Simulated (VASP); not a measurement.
# MgO2 (R-3m) in VASP: further runs, part 2 of 2

VASP 6.6.1.

### Step 3. Single point, PBEsol (strain -0.015 along x and y, +0.030 along z)

INCAR reads:

```
SYSTEM = MgO2
PREC = Accurate
ENCUT = 840
EDIFF = 1E-6
ISMEAR = 0
SIGMA = 0.05
LREAL = .FALSE.
LASPH = .TRUE.
NELM = 120
ALGO = Normal
ISIF = 2
LWAVE = .FALSE.
LCHARG = .FALSE.
GGA = PS
NBANDS = 18
GGA_COMPAT = .FALSE.
```

KPOINTS reads:

```
regular mesh
0
G
  12 12 12
  0 0 0
```

POSCAR reads:

```
MgO2
1.0
    1.5806896008      0.9126115665      3.5987982411
   -1.5806896008      0.9126115665      3.5987982411
    0.0000000000     -1.8252231330      3.5987982411
Mg O
1 2
Direct
    0.0000000000      0.0000000000      0.0000000000
    0.4287860000      0.4287860000      0.4287860000
    0.5712140000      0.5712140000      0.5712140000
```

Potentials or basis: VASP PAW PBE potentials, release 64 (Mg_sv, O).

Launch:

```bash
$ cat potpaw_PBE.64/Mg_sv/POTCAR potpaw_PBE.64/O/POTCAR > POTCAR
$ mpirun -np 1 vasp_std > vasp.out
```

OUTCAR:

```text
SYSTEM = MgO2
   PREC = Accurate
   ENCUT = 840
   EDIFF = 1E-6
   ISMEAR = 0
   LREAL = .FALSE.
   LASPH = .TRUE.
   NELM = 120
   ISIF = 2
   GGA = PS

 ion  position               nearest neighbor table
   1  0.000  0.000  0.000-   3 2.10   2 2.10   3 2.10   3 2.10   2 2.10   2 2.10
   2  0.429  0.429  0.429-   3 1.54   1 2.10   1 2.10   1 2.10
   3  0.571  0.571  0.571-   2 1.54   1 2.10   1 2.10   1 2.10

  LATTYP: Found a trigonal (rhomboedric) cell.
 ALAT       =     4.0351937086
 COS(alpha) =     0.6931017497

  Lattice vectors:

 A1 = (   1.5806896008,   0.9126115665,   3.5987982411)
 A2 = (  -1.5806896008,   0.9126115665,   3.5987982411)
 A3 = (   0.0000000000,  -1.8252231330,   3.5987982411)

Analysis of symmetry for initial positions (statically):
=====================================================================
 Subroutine PRICEL returns:
 Original cell was already a primitive cell.

 Routine SETGRP: Setting up the symmetry group for a
 trigonal (rhombohedral) supercell.

 Subroutine GETGRP returns: Found 12 space group operations
 (whereof 12 operations were pure point group operations)
 out of a pool of 12 trial point group operations.

The static configuration has the point symmetry D_3d.

Analysis of symmetry for dynamics (positions and initial velocities):
=====================================================================
 Subroutine PRICEL returns:
 Original cell was already a primitive cell.

 Routine SETGRP: Setting up the symmetry group for a
 trigonal (rhombohedral) supercell.

 Subroutine GETGRP returns: Found 12 space group operations
 (whereof 12 operations were pure point group operations)
 out of a pool of 12 trial point group operations.

The dynamic configuration has the point symmetry D_3d.

 Subroutine INISYM returns: Found 12 space group operations
 (whereof 12 operations are pure point group operations),
 and found     1 'primitive' translations

----------------------------------------------------------------------------------------

                                     Primitive cell

  volume of cell :      31.1488

  direct lattice vectors                    reciprocal lattice vectors
     1.580689601  0.912611566  3.598798241     0.316317637  0.182626073  0.092623512
    -1.580689601  0.912611566  3.598798241    -0.316317637  0.182626073  0.092623512
     0.000000000 -1.825223133  3.598798241     0.000000000 -0.365252146  0.092623512

  length of vectors
     4.035193709  4.035193709  4.035193709     0.376813277  0.376813277  0.376813277

  position of ions in fractional coordinates (direct lattice)
     0.000000000  0.000000000  0.000000000
     0.428786000  0.428786000  0.428786000
     0.571214000  0.571214000  0.571214000

  ion indices of the primitive-cell ions
   primitive index   ion index
                 1           1
                 2           2
                 3           3

----------------------------------------------------------------------------------------

 KPOINTS: regular mesh

Automatic generation of k-mesh.
 Grid dimensions read from file:
 generate k-points for:   12   12   12

 Generating k-lattice:

  Cartesian coordinates                     Fractional coordinates (reciprocal lattice)
     0.026359803  0.015218839  0.007718626     0.083333333  0.000000000  0.000000000
    -0.026359803  0.015218839  0.007718626     0.000000000  0.083333333  0.000000000
     0.000000000 -0.030437679  0.007718626     0.000000000  0.000000000  0.083333333

  Length of vectors
     0.031401106  0.031401106  0.031401106

  Shift w.r.t. Gamma in fractional coordinates (k-lattice)
     0.000000000  0.000000000  0.000000000

 Subroutine IBZKPT returns following result:
 ===========================================

 Found    189 irreducible k-points:

 Following reciprocal coordinates:
            Coordinates               Weight
  0.000000  0.000000  0.000000      1.000000
  0.083333 -0.000000  0.000000      6.000000
  0.166667 -0.000000  0.000000      6.000000
  0.250000 -0.000000  0.000000      6.000000
  0.333333 -0.000000  0.000000      6.000000
  0.416667  0.000000 -0.000000      6.000000
[... 16 lines left out ...]
  0.500000  0.166667  0.000000     12.000000
 -0.416667  0.166667  0.000000     12.000000
 [... further k-points ...]
   k-points           NKPTS =    189   k-points in BZ     NKDIM =    189   number of bands    NBANDS=     18
   number of dos      NEDOS =    301   number of ions     NIONS =      3
   total plane-waves  NPLWV =  64000
   dimension x,y,z NGX =    40 NGY =   40 NGZ =   40
   dimension x,y,z NGXF=    80 NGYF=   80 NGZF=   80
   ions per type =               1   2
   NGX,Y,Z   is equivalent  to a cutoff of  16.48, 16.48, 16.48 a.u.
   NGXF,Y,Z  is equivalent  to a cutoff of  32.96, 32.96, 32.96 a.u.
 SYSTEM =  MgO2
   PREC   = accura    normal or accurate (medium, high low for compatibility)
   ISTART =      0    job   : 0-new  1-cont  2-samecut
   ICHARG =      2    charge: 1-file 2-atom 10-const
   ISPIN  =      1    spin polarized calculation?
   LNONCOLLINEAR =      F non collinear calculations
   LSORBIT =      F    spin-orbit coupling
   LASPH  =      T    aspherical Exc in radial PAW
   ENCUT  =  840.0 eV  61.74 Ry    7.86 a.u.   9.54  9.54  9.54*2*pi/ulx,y,z
   NELM   =    120;   NELMIN=  2; NELMDL= -5     # of ELM steps
   EDIFF  = 0.1E-05   stopping-criterion for ELM
   LREAL  =      F    real-space projection
   EDIFFG = 0.1E-04   stopping-criterion for IOM
   NSW    =      0    number of steps for IOM
   IBRION =     -1    ionic relax: 0-MD 1-quasi-New 2-CG
   NFREE  =      0    steps in history (QN), initial steepest desc. (CG)
   ISIF   =      2    stress and relaxation
   ISYM   =      2    0-nonsym 1-usesym 2-fastsym
   POTIM  = 0.5000    time-step for ionic-motion
   TEBEG  =    0.0;   TEEND  =   0.0 temperature during run
   PSTRESS=    0.0 pullay stress
   NELECT =      22.0000    total number of electrons
   NUPDOWN=      -1.0000    fix difference up-down
   EMIN   =  10.00;   EMAX   =-10.00  energy-range for DOS
   EFERMI =   0.00;   METHOD = LEGACY
   ISMEAR =     0;   SIGMA  =   0.05  broadening in eV -4-tet -1-fermi 0-gaus
   EFERMI_NEDOS =   21; number of points for ismear=-14 and -15
   IALGO  =     38    algorithm
   IMIX   =      4    mixing-type and parameters
     AMIX     =   0.40;   BMIX     =  1.00
     AMIX_MAG =   1.60;   BMIX_MAG =  1.00
  volume/ion in A,a.u.               =      10.38        70.07
  Fermi-wavevector in a.u.,A,eV,Ry     =   1.457925  2.755079 28.919813  2.125546
  Thomas-Fermi vector in A             =   2.574670
   LORBIT       =      0    0 simple, 1 ext, 2 COOP (PROOUT), +10 PAW based schemes
   GGA     = PS    functional components
   LHFCALC =     F    Hartree Fock is set to
   AEXX    =    0.0000 exact exchange contribution
   IVDW    =     0    specifies the selected vdW correction
   LEPSILON=     F    determine dielectric tensor
   LRPA    =     F    only Hartree local field effects (RPA)
 non-spin polarized calculation
 Gauss-broadening in eV      SIGMA  =   0.05
  energy-cutoff  :      840.00
  volume of cell :       31.15
 maximum number of plane-waves:      1763
 NGX is ok and might be reduce to    40
   NGX = 19   NGY = 19   NGZ = 19

 number of electron      22.0000003 magnetization

 Free energy of the ion-electron system (eV)
  ---------------------------------------------------
  ext. energy  EPLUGINS =         0.00000000
  ---------------------------------------------------
  free energy    TOTEN  =       -17.12181327 eV

  energy without entropy =      -17.12181327  energy(sigma->0) =      -17.12181327

 E-fermi :   2.6171     XC(G=0): -10.6482

 val. band max:        2.2148556436   @ k =   0.5000   0.5000   0.5000
 cond. band min:       3.7934472932   @ k =   0.5000   0.5000   0.5000
 fundamental gap:      1.5785916496
 Fermi energy:         2.6170869530

 k-point     1 :       0.0000    0.0000    0.0000
  band No.  band energies     occupation
      1     -70.6913      2.00000
      2     -37.6432      2.00000
      3     -37.6375      2.00000
      4     -37.6375      2.00000
      5     -18.5088      2.00000
      6     -12.4494      2.00000
[... 10 lines left out ...]
     17      17.4609      0.00000
     18      19.1145      0.00000
[... 463 lines left out ...]
 k-point    24 :      -0.4167    0.1667    0.0000
  band No.  band energies     occupation
      1     -70.6881      2.00000
      2     -37.6740      2.00000
      3     -37.6523      2.00000
      4     -37.6369      2.00000
      5     -17.8896      2.00000
      6     -12.7246      2.00000
[... 10 lines left out ...]
     17      16.4650      0.00000
     18      19.6949      0.00000

 [... further k-points ...]
[... 5 lines left out ...]
  --------------------------------------------------------------------------------------
  -------------------------------------------------------------------------------------
  Total       -0.0122019     -0.0122019     -3.7629448      0.0000000      0.0000000      0.0000000
  in kB       -0.6276223     -0.6276223   -193.5517544      0.0000000      0.0000000      0.0000000
  external PRESSURE =     -64.9356664 kB  Pullay stress =       0.0000000 kB

 VOLUME and BASIS-vectors are now :
 -----------------------------------------------------------------------------
  energy-cutoff  :      840.00
  volume of cell :       31.15
      direct lattice vectors                 reciprocal lattice vectors
     1.580689601  0.912611566  3.598798241     0.316317637  0.182626073  0.092623512
    -1.580689601  0.912611566  3.598798241    -0.316317637  0.182626073  0.092623512
     0.000000000 -1.825223133  3.598798241     0.000000000 -0.365252146  0.092623512

 POSITION                                       TOTAL-FORCE (eV/Angst)
 -----------------------------------------------------------------------------------
      0.00000      0.00000      0.00000         0.000000     -0.000000      0.000000
      0.00000      0.00000      4.62934         0.000000      0.000000      1.016634
      0.00000      0.00000      6.16705         0.000000     -0.000000     -1.016634
 -----------------------------------------------------------------------------------
    total drift:                               -0.000000     -0.000000      0.000000

  FREE ENERGIE OF THE ION-ELECTRON SYSTEM (eV)
  ---------------------------------------------------
  free  energy   TOTEN  =       -17.1218132714 eV

  energy  without entropy=      -17.1218132714  energy(sigma->0) =      -17.12181327
```

OSZICAR:

```text
N       E                     dE             d eps       ncg     rms          rms(c)
DAV:   1     0.224031005670E+03    0.22403E+03   -0.18133E+04  6804   0.192E+03
DAV:   2    -0.831355537528E+01   -0.23234E+03   -0.22646E+03  8238   0.450E+02
DAV:   3    -0.181487544160E+02   -0.98352E+01   -0.97820E+01  8968   0.902E+01
DAV:   4    -0.183353844405E+02   -0.18663E+00   -0.18647E+00  8146   0.117E+01
DAV:   5    -0.183396936622E+02   -0.43092E-02   -0.43091E-02  8068   0.137E+00    0.921E+00
DAV:   6    -0.172583166951E+02    0.10814E+01   -0.20896E+00  7308   0.102E+01    0.421E+00
DAV:   7    -0.171329933641E+02    0.12532E+00   -0.22697E-01  8678   0.382E+00    0.176E+00
DAV:   8    -0.171212592706E+02    0.11734E-01   -0.47844E-02  7160   0.195E+00    0.230E-01
DAV:   9    -0.171217262987E+02   -0.46703E-03   -0.63019E-03  8886   0.554E-01    0.103E-01
DAV:  10    -0.171217715888E+02   -0.45290E-04   -0.66082E-04  7164   0.204E-01    0.320E-02
DAV:  11    -0.171218104019E+02   -0.38813E-04   -0.65967E-05  7312   0.621E-02    0.718E-03
DAV:  12    -0.171218128910E+02   -0.24891E-05   -0.39034E-06  8736   0.146E-02    0.219E-03
DAV:  13    -0.171218132714E+02   -0.38041E-06   -0.41751E-07  5718   0.516E-03
   1 F= -.17121813E+02 E0= -.17121813E+02  d E =-.267621E-32
```

Wall time 3 min (1 thread of Intel Xeon Platinum 8559C (Emerald Rapids), shared host); peak memory 0.37 GiB.

What came out:

| Item | Value |
| --- | --- |
| Free energy | -17.1218 eV |
| Pressure | -6.5 GPa |
| Largest force | 1.017 eV/Å |
| Band gap on the k mesh | 1.58 eV |

Forces in eV/Å, atoms in the order of the input:
```
Mg   0.000  0.000  0.000
O    0.000  0.000  1.017
O    0.000  0.000 -1.017
```

Levels at points of the mesh, in eV from the valence-band top:
| k point | band 8 | band 9 | band 10 | band 11 | band 12 | band 13 | band 14 | band 15 |
| --- | --- | --- | --- | --- | --- | --- | --- | --- |
| (0.00, 0.00, 0.00) | -2.92 | -2.92 | -0.75 | -0.75 | 4.27 | 4.91 | 11.74 | 13.46 |
| (0.50, 0.00, 0.00) | -5.79 | -3.30 | -1.28 | -1.19 | 3.55 | 8.88 | 10.67 | 12.62 |
| (0.50, 0.50, 0.00) | -5.14 | -3.92 | -2.24 | -0.19 | 2.86 | 8.25 | 11.41 | 12.23 |
| (0.50, 0.50, 0.50) | -3.41 | -3.41 | 0.00 | 0.00 | 1.58 | 5.42 | 9.22 | 14.76 |

Caveat: the cell differs from its parent crystal (strain -0.015 along x and y, +0.030 along z); the stress differs along the axes, from -19 to -0 GPa; the PAW data sets were made with another functional, which shifts forces and pressure a little.

### Step 4. Single point, PBEsol (strain -0.030 along x and y, +0.000 along z)

INCAR reads:

```
SYSTEM = MgO2
PREC = Accurate ; ENCUT = 840
EDIFF = 1E-6 ; ISMEAR = 0
SIGMA = 0.05 ; LREAL = .False.
LASPH = .True. ; NELM = 120
ALGO = Normal ; ISIF = 2
LWAVE = .False. ; LCHARG = .False.
GGA = PS ; NBANDS = 18
GGA_COMPAT = .False.
```

KPOINTS reads:

```
Automatic mesh
0
Gamma
  12 12 12
  0 0 0
```

POSCAR reads:

```
MgO2
1.0
    1.5566181855      0.8987139284      3.4939788749
   -1.5566181855      0.8987139284      3.4939788749
    0.0000000000     -1.7974278569      3.4939788749
Mg O
1 2
Direct
    0.0000000000      0.0000000000      0.0000000000
    0.4287860000      0.4287860000      0.4287860000
    0.5712140000      0.5712140000      0.5712140000
```

Launch:

```bash
$ cat potpaw_PBE.64/Mg_sv/POTCAR potpaw_PBE.64/O/POTCAR > POTCAR
$ mpirun -np 1 vasp_std > vasp.out
```

It took 2.7 min on 1 thread of AMD EPYC 9R45 (Zen 5), shared host; peak memory 0.33 GiB.

The run converged. Its results:

```
Free energy            : -17.1725 eV
Pressure               : 2.2 GPa
Largest force          : 0.597 eV/Å
Band gap on the k mesh : 2.11 eV
```

Forces in eV/Å, atoms in the order of the input:
```
Mg   0.000  0.000  0.000
O    0.000  0.000  0.597
O    0.000  0.000 -0.597
```

Stress tensor (GPa, compression positive):
```
 5.61  0.00  0.00
 0.00  5.61  0.00
 0.00  0.00 -4.72
```

Levels at points of the mesh, in eV from the valence-band top:
```csv
k point,band 7,band 8,band 9,band 10,band 11,band 12,band 13,band 14,band 15,band 16
"(0.00, 0.00, 0.00)",-7.99,-3.27,-3.27,-0.85,-0.85,4.74,5.01,12.30,14.06,15.29
"(0.50, 0.00, 0.00)",-6.88,-6.29,-3.69,-1.32,-1.31,4.01,8.98,11.04,12.94,14.49
"(0.50, 0.50, 0.00)",-6.21,-5.60,-4.34,-2.35,-0.21,3.35,8.15,11.64,12.88,13.10
"(0.50, 0.50, 0.50)",-5.04,-3.83,-3.83,0.00,0.00,2.11,5.27,9.84,14.93,14.93
```

Caveat: the cell differs from its parent crystal (strain -0.030 along x and y, +0.000 along z); the stress differs along the axes, from -5 to 6 GPa; the PAW data sets were made with another functional, which shifts forces and pressure a little.

### Step 5. Single point, PBEsol (strain -0.015 along x and y, -0.015 along z)

INCAR reads:

```
PREC = Accurate
ENCUT = 840
EDIFF = 1E-6
ISMEAR = 0
SIGMA = 0.05
LREAL = F
LASPH = T
NELM = 120
ALGO = Normal
ISIF = 2
LWAVE = F
LCHARG = F
GGA = PS
NBANDS = 18
GGA_COMPAT = F
```

KPOINTS reads:

```
regular mesh
0
Gamma
  12 12 12
```

POSCAR reads:

```
MgO2
1.0
    1.5806896008      0.9126115665      3.4415691918
   -1.5806896008      0.9126115665      3.4415691918
    0.0000000000     -1.8252231330      3.4415691918
Mg O
1 2
Direct
    0.0000000000      0.0000000000      0.0000000000
    0.4287860000      0.4287860000      0.4287860000
    0.5712140000      0.5712140000      0.5712140000
```

Launch:

```bash
$ cat potpaw_PBE.64/Mg_sv/POTCAR potpaw_PBE.64/O/POTCAR > POTCAR
$ mpirun -np 1 vasp_std > vasp.out
```

It took 3.2 min on 1 thread of AMD EPYC 7R13 (Zen 3), shared host; peak memory 0.32 GiB.

The run converged. Its results:

```yaml
Free_energy: -17.1948 eV
Pressure: 1.6 GPa
Largest_force: 0.043 eV/Å
Band_gap_on_the_k_mesh: 2.48 eV
```

Forces in eV/Å, atoms in the order of the input:
```
Mg   0.000  0.000  0.000
O    0.000  0.000 -0.043
O    0.000  0.000  0.043
```

Stress tensor (GPa, compression positive):
```
1.02 0.00 0.00
0.00 1.02 0.00
0.00 0.00 2.71
```

Levels at points of the mesh, in eV from the valence-band top:
| k point | band 8 | band 9 | band 10 | band 11 | band 12 | band 13 | band 14 | band 15 |
| --- | --- | --- | --- | --- | --- | --- | --- | --- |
| (0.00, 0.00, 0.00) | -3.51 | -3.51 | -0.88 | -0.88 | 4.64 | 5.01 | 12.37 | 14.19 |
| (0.50, 0.00, 0.00) | -6.38 | -3.88 | -1.34 | -1.19 | 4.33 | 8.65 | 10.50 | 12.72 |
| (0.50, 0.50, 0.00) | -5.68 | -4.57 | -2.26 | -0.16 | 3.70 | 7.75 | 11.16 | 12.73 |
| (0.50, 0.50, 0.50) | -4.07 | -4.07 | 0.00 | 0.00 | 2.48 | 4.87 | 9.75 | 14.34 |

Caveat: the cell differs from its parent crystal (strain -0.015 along x and y, -0.015 along z); the PAW data sets were made with another functional, which shifts forces and pressure a little.

### Step 6. Overview

| cell | gap on the mesh (eV) | pressure (GPa) | largest force (eV/Å) |
| --- | --- | --- | --- |
| a = 3.976 Å, angles 46.1°, 3 atoms | 1.81 | -0.7 | 0.93 |
| a = 4.035 Å, angles 46.1°, 3 atoms | 1.58 | -6.5 | 1.02 |
| a = 3.929 Å, angles 46.7°, 3 atoms | 2.11 | 2.2 | 0.60 |
| a = 3.896 Å, angles 47.9°, 3 atoms | 2.48 | 1.6 | 0.04 |

Alike in all rows: task single point; level PBEsol; potentials or basis VASP PAW PBE potentials, release 64 (Mg_sv, O); no spin polarisation; k mesh 12 × 12 × 12; cutoff (eV) 840; smearing gaussian 0.05 eV.

Caveats: the PAW data sets were made with another functional, which shifts forces and pressure a little; the stress differs along the axes, from -12 to 5 GPa (at least some runs); the stress differs along the axes, from -19 to -0 GPa (at least some runs); the stress differs along the axes, from -5 to 6 GPa (at least some runs).

Total energies depend on the potentials used, so only differences within one code and one set of settings carry meaning.
